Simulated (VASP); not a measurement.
# Al3N in VASP: further runs

Al3N is run at these levels: PBE; tasks: single point.

Everything below comes from runs of VASP 6.6.1. Logs are shortened: lines on timing, memory, paths and dates and some standing lists are left out, and cuts for length are marked.

## 1. The cell of the first run

The cell holds a slab with vacuum, 4 atoms: a = 2.857 Å, b = 2.857 Å, c = 21.601 Å, α = 90.00°, β = 90.00°, γ = 120.00°.

## 2. Single point, PBE, collinear spin, ferromagnetic start

INCAR reads:

```
PREC = Accurate
ENCUT = 520
EDIFF = 1E-7
ISMEAR = 0
SIGMA = 0.1
LREAL = False
LASPH = True
NELM = 150
ALGO = Normal
ISIF = 2
LWAVE = False
LCHARG = False
ISPIN = 2
MAGMOM = 0 0 0 3
LORBIT = 11
LDIPOL = True
IDIPOL = 3
DIPOL = 0.5 0.5 0.353
GGA = PE
NBANDS = 19
```

KPOINTS reads:

```
regular mesh
0
Gamma
  9 9 1
```

POSCAR reads:

```
Al3N
1.0
    2.8567582919      0.0000000000      0.0000000000
   -1.4283791460      2.4740252533      0.0000000000
    0.0000000000      0.0000000000     21.6013781961
Al N
3 1
Direct
    0.6666666667      0.3333333333      0.1851733701
    0.3333333333      0.6666666667      0.2916813827
    0.0000000000      0.0000000000      0.3981865471
    0.1666666667      0.0000000000      0.5356777744
```

Potentials or basis: VASP PAW PBE potentials, release 64 (Al, N).

Launch:

```bash
cat potpaw_PBE.64/Al/POTCAR potpaw_PBE.64/N/POTCAR > POTCAR
mpirun -np 1 vasp_std > vasp.out
```

OUTCAR:

```text
PREC = Accurate
   ENCUT = 520
   EDIFF = 1E-7
   ISMEAR = 0
   LREAL = False
   LASPH = True
   NELM = 150
   ISIF = 2
   ISPIN = 2
   LORBIT = 11
   GGA = PE

 ion  position               nearest neighbor table
   1  0.667  0.333  0.185-   2 2.83   2 2.83   2 2.83
   2  0.333  0.667  0.292-   3 2.83   3 2.83   3 2.83   1 2.83   1 2.83   1 2.83
   3  0.000  0.000  0.398-   2 2.83   2 2.83   2 2.83
   4  0.167  0.000  0.536-

  LATTYP: Found a hexagonal cell.
 ALAT       =     2.8567582919
 C/A-ratio  =     7.5615001302

  Lattice vectors:

 A1 = (   2.8567582919,   0.0000000000,   0.0000000000)
 A2 = (  -1.4283791460,   2.4740252533,   0.0000000000)
 A3 = (   0.0000000000,   0.0000000000,  21.6013781961)

Analysis of symmetry for initial positions (statically):
=====================================================================
 Subroutine PRICEL returns:
 Original cell was already a primitive cell.

 Routine SETGRP: Setting up the symmetry group for a
 hexagonal supercell.

 Subroutine GETGRP returns: Found  1 space group operations
 (whereof  1 operations were pure point group operations)
 out of a pool of 24 trial point group operations.

The static configuration has the point symmetry C_1 .

Analysis of symmetry for dynamics (positions and initial velocities):
=====================================================================
 Subroutine PRICEL returns:
 Original cell was already a primitive cell.

 Routine SETGRP: Setting up the symmetry group for a
 hexagonal supercell.

 Subroutine GETGRP returns: Found  1 space group operations
 (whereof  1 operations were pure point group operations)
 out of a pool of 24 trial point group operations.

The dynamic configuration has the point symmetry C_1 .

Analysis of structural, dynamic, and magnetic symmetry:
=====================================================================
 Subroutine PRICEL returns:
 Original cell was already a primitive cell.

 Routine SETGRP: Setting up the symmetry group for a
 hexagonal supercell.

 Subroutine GETGRP returns: Found  1 space group operations
 (whereof  1 operations were pure point group operations)
 out of a pool of 24 trial point group operations.

The overall configuration has the point symmetry C_1 .

 Subroutine INISYM returns: Found  1 space group operations
 (whereof  1 operations are pure point group operations),
 and found     1 'primitive' translations

----------------------------------------------------------------------------------------

                                     Primitive cell

  volume of cell :     152.6719

  direct lattice vectors                    reciprocal lattice vectors
     2.856758292  0.000000000  0.000000000     0.350047116  0.202099796  0.000000000
    -1.428379146  2.474025253  0.000000000     0.000000000  0.404199593  0.000000000
     0.000000000  0.000000000 21.601378196     0.000000000  0.000000000  0.046293343

  length of vectors
     2.856758292  2.856758292 21.601378196     0.404199593  0.404199593  0.046293343

  position of ions in fractional coordinates (direct lattice)
     0.666666667  0.333333333  0.185173370
     0.333333333  0.666666667  0.291681383
     0.000000000  0.000000000  0.398186547
     0.166666667  0.000000000  0.535677774

  ion indices of the primitive-cell ions
   primitive index   ion index
                 1           1
                 2           2
                 3           3
                 4           4

----------------------------------------------------------------------------------------

 KPOINTS: regular mesh

Automatic generation of k-mesh.
 Grid dimensions read from file:
 generate k-points for:    9    9    1

 Generating k-lattice:

  Cartesian coordinates                     Fractional coordinates (reciprocal lattice)
     0.038894124  0.022455533  0.000000000     0.111111111  0.000000000  0.000000000
     0.000000000  0.044911066  0.000000000     0.000000000  0.111111111  0.000000000
     0.000000000  0.000000000  0.046293343     0.000000000  0.000000000  1.000000000

  Length of vectors
     0.044911066  0.044911066  0.046293343

  Shift w.r.t. Gamma in fractional coordinates (k-lattice)
     0.000000000  0.000000000  0.000000000

 Subroutine IBZKPT returns following result:
 ===========================================

 Found     41 irreducible k-points:

 Following reciprocal coordinates:
            Coordinates               Weight
  0.000000  0.000000  0.000000      1.000000
  0.111111  0.000000  0.000000      2.000000
  0.000000  0.111111  0.000000      2.000000
 -0.111111  0.111111  0.000000      2.000000
  0.222222  0.000000  0.000000      2.000000
  0.000000  0.222222  0.000000      2.000000
[... 16 lines left out ...]
  0.333333  0.111111  0.000000      2.000000
 -0.111111  0.444444  0.000000      2.000000
 [... further k-points ...]
   k-points           NKPTS =     41   k-points in BZ     NKDIM =     41   number of bands    NBANDS=     19
   number of dos      NEDOS =    301   number of ions     NIONS =      4
   total plane-waves  NPLWV =  93312
   dimension x,y,z NGX =    24 NGY =   24 NGZ =  162
   dimension x,y,z NGXF=    48 NGYF=   48 NGZF=  324
   ions per type =               3   1
   NGX,Y,Z   is equivalent  to a cutoff of  13.97, 13.97, 12.47 a.u.
   NGXF,Y,Z  is equivalent  to a cutoff of  27.93, 27.93, 24.94 a.u.
 SYSTEM =  unknown system
   PREC   = accura    normal or accurate (medium, high low for compatibility)
   ISTART =      0    job   : 0-new  1-cont  2-samecut
   ICHARG =      2    charge: 1-file 2-atom 10-const
   ISPIN  =      2    spin polarized calculation?
   LNONCOLLINEAR =      F non collinear calculations
   LSORBIT =      F    spin-orbit coupling
   LASPH  =      T    aspherical Exc in radial PAW
   ENCUT  =  520.0 eV  38.22 Ry    6.18 a.u.   5.31  5.31 40.16*2*pi/ulx,y,z
   NELM   =    150;   NELMIN=  2; NELMDL= -5     # of ELM steps
   EDIFF  = 0.1E-06   stopping-criterion for ELM
   LREAL  =      F    real-space projection
   EDIFFG = 0.1E-05   stopping-criterion for IOM
   NSW    =      0    number of steps for IOM
   IBRION =     -1    ionic relax: 0-MD 1-quasi-New 2-CG
   NFREE  =      0    steps in history (QN), initial steepest desc. (CG)
   ISIF   =      2    stress and relaxation
   ISYM   =      2    0-nonsym 1-usesym 2-fastsym
   POTIM  = 0.5000    time-step for ionic-motion
   TEBEG  =    0.0;   TEEND  =   0.0 temperature during run
   PSTRESS=    0.0 pullay stress
   NELECT =      14.0000    total number of electrons
   NUPDOWN=      -1.0000    fix difference up-down
   EMIN   =  10.00;   EMAX   =-10.00  energy-range for DOS
   EFERMI =   0.00;   METHOD = LEGACY
   ISMEAR =     0;   SIGMA  =   0.10  broadening in eV -4-tet -1-fermi 0-gaus
   EFERMI_NEDOS =   21; number of points for ismear=-14 and -15
   IALGO  =     38    algorithm
   IMIX   =      4    mixing-type and parameters
     AMIX     =   0.40;   BMIX     =  1.00
     AMIX_MAG =   1.60;   BMIX_MAG =  1.00
  volume/ion in A,a.u.               =      38.17       257.57
  Fermi-wavevector in a.u.,A,eV,Ry     =   0.738240  1.395072  7.415160  0.544999
  Thomas-Fermi vector in A             =   1.832115
   LORBIT       =     11    0 simple, 1 ext, 2 COOP (PROOUT), +10 PAW based schemes
   GGA     = PE    functional components
   LHFCALC =     F    Hartree Fock is set to
   AEXX    =    0.0000 exact exchange contribution
   IVDW    =     0    specifies the selected vdW correction
   LEPSILON=     F    determine dielectric tensor
   LRPA    =     F    only Hartree local field effects (RPA)
 spin polarized calculation
 Gauss-broadening in eV      SIGMA  =   0.10
  energy-cutoff  :      520.00
  volume of cell :      152.67
 maximum number of plane-waves:      4139
 NGX is ok and might be reduce to    24
   NGX = 11   NGY = 11   NGZ = 81

 dipolmoment           0.000000      0.000000     -0.059544 electrons x Angstroem

 number of electron      13.9999999 magnetization       2.4832341

 dipolmoment           0.000000      0.000000      0.089961 electrons x Angstroem

 Free energy of the ion-electron system (eV)
  ---------------------------------------------------
  ext. energy  EPLUGINS =         0.00000000
  ---------------------------------------------------
  free energy    TOTEN  =       -13.64418431 eV

  energy without entropy =      -13.63142381  energy(sigma->0) =      -13.63780406

 E-fermi :  -0.3701     XC(G=0):  -4.9536

 val. band max:       -0.3756009825   @ k =  -0.1111  -0.4444   0.0000
 cond. band min:      -0.3696107055   @ k =   0.0000   0.0000   0.0000
 fundamental gap:      0.0059902770
 Fermi energy:        -0.3700855939

 spin component 1

 k-point     1 :       0.0000    0.0000    0.0000
  band No.  band energies     occupation
      1     -14.8298      1.00000
      2     -10.9725      1.00000
      3      -9.1990      1.00000
      4      -6.4764      1.00000
      5      -3.8723      1.00000
      6      -2.4689      1.00000
[... 505 lines left out ...]
      6      -2.3140      1.00000
[... 11 lines left out ...]
     18       8.5916      0.00000
     19       9.0494      0.00000

 [... further k-points ...]

 spin component 2

 k-point     1 :       0.0000    0.0000    0.0000
  band No.  band energies     occupation
      1     -11.1262      1.00000
      2     -10.8633      1.00000
      3      -9.2733      1.00000
      4      -6.5299      1.00000
      5      -3.4325      1.00000
      6      -0.3696      0.49732
[... 505 lines left out ...]
      6      -0.4267      0.78842
[... 11 lines left out ...]
     18       8.6673      0.00000
     19       9.0798      0.00000

 [... further k-points ...]

------------------------ aborting loop because EDIFF is reached ----------------------------------------

 vacuum level on the upper side and lower side of the slab       (xc-potential included)         1.093        -1.162

  FORCE on cell =-STRESS in cart. coord.  units (eV):
  Direction    XX          YY          ZZ          XY          YZ          ZX
  --------------------------------------------------------------------------------------
  -------------------------------------------------------------------------------------
  Total       -0.2007979     -0.1609714     -0.8326654      0.0579937     -0.0018486     -0.0838851
  in kB       -2.1072238     -1.6892743     -8.7382007      0.6086010     -0.0194000     -0.8803110
  external PRESSURE =      -4.1782329 kB  Pullay stress =       0.0000000 kB

 VOLUME and BASIS-vectors are now :
 -----------------------------------------------------------------------------
  energy-cutoff  :      520.00
  volume of cell :      152.67
      direct lattice vectors                 reciprocal lattice vectors
     2.856758292  0.000000000  0.000000000     0.350047116  0.202099796  0.000000000
    -1.428379146  2.474025253  0.000000000     0.000000000  0.404199593  0.000000000
     0.000000000  0.000000000 21.601378196     0.000000000  0.000000000  0.046293343

 POSITION                                       TOTAL-FORCE (eV/Angst)
 -----------------------------------------------------------------------------------
      1.42838      0.82468      4.00000        -0.000710     -0.000990     -0.168544
     -0.00000      1.64935      6.30072        -0.003007      0.002331     -0.009715
      0.00000      0.00000      8.60138         0.035389     -0.001021      0.722880
      0.47613      0.00000     11.57138        -0.031672     -0.000320     -0.544620
 -----------------------------------------------------------------------------------
    total drift:                               -0.000050     -0.000014     -0.000140

  FREE ENERGIE OF THE ION-ELECTRON SYSTEM (eV)
  ---------------------------------------------------
  free  energy   TOTEN  =       -13.6441843136 eV

  energy  without entropy=      -13.6314238126  energy(sigma->0) =      -13.63780406

 vacuum level on the upper side and lower side of the slab         5.851         3.534

 total charge

# of ion       s       p       d       tot
------------------------------------------
    1        0.451   0.313   0.000   0.764
    2        0.426   0.347   0.000   0.773
    3        0.444   0.306   0.000   0.750
    4        1.359   1.940   0.000   3.299
--------------------------------------------------
tot          2.679   2.905   0.000   5.585

 magnetization (x)

# of ion       s       p       d       tot
------------------------------------------
    1       -0.012  -0.008   0.000  -0.021
    2       -0.011  -0.013   0.000  -0.024
    3       -0.019  -0.013   0.000  -0.033
    4        0.048   1.791   0.000   1.839
--------------------------------------------------
tot          0.005   1.757   0.000   1.762
```

Run time: 4.5 min. Hardware: 1 thread of Intel Xeon Platinum 8488C (Sapphire Rapids), shared host; peak memory 0.46 GiB.

Results:

- Free energy: -13.6442 eV
- Largest force: 0.724 eV/Å
- Net moment: 2.48 μB per cell
- Site moments: Al -0.02, -0.03 (each value once); N +1.84 μB
- Valence electrons inside the program's atomic spheres: Al 0.76, 0.77, 0.75; N 3.30

Forces on the atoms (eV/Å):
```
Al  -0.001 -0.001 -0.169
Al  -0.003  0.002 -0.010
Al   0.035 -0.001  0.723
N   -0.032  0.000 -0.545
```

Levels at points of the mesh, in eV from the Fermi level:
Spin up:
| k point | band 6 | band 7 | band 8 | band 9 | band 10 | band 11 |
| --- | --- | --- | --- | --- | --- | --- |
| (0.00, 0.00, 0.00) | -2.10 | -0.35 | -0.33 | 1.20 | 3.66 | 5.04 |
Spin down:
```csv
k point,band 3,band 4,band 5,band 6,band 7,band 8,band 9,band 10
"(0.00, 0.00, 0.00)",-8.90,-6.16,-3.06,0.00,1.72,3.76,4.10,4.13
```

(Continued in part 2 of 2.)
